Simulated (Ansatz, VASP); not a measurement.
## One calculation of CuF, two programs

```
Cu F
1.0
     2.71080    0.00000    0.00000
     0.00000    2.71080    0.00000
     0.00000    0.00000    2.71080
Cu F
1 1
Direct
  0.00000 0.00000 0.00000
  0.50000 0.50000 0.50000
```

Alike in both runs: task single point; functional r2SCAN; k mesh 8 × 8 × 8; occupations fermi-dirac, width 0.02 eV; no spin polarisation.

|  | VASP | Ansatz |
| --- | --- | --- |
| version | VASP 6.6.1 | Ansatz 0.2.0 |
| potentials or method | VASP PAW PBE potentials, release 64 (Cu, F) | plane waves, PAW |
| plane-wave cutoff (eV) | 520 | 500 |
| valence electrons in the cell | 18 | 26 |

```tsv
	VASP	Ansatz	Ansatz less VASP
pressure (GPa)	3.8	3.7	-0.05
```

VASP's potentials were made for PBE, not for r2SCAN. The functional is the same, so the differences come from potentials, cutoffs and numerics. VASP's potentials hold 18 valence electrons a cell and Ansatz's 26, so a difference there can come from the potentials and not from the codes.
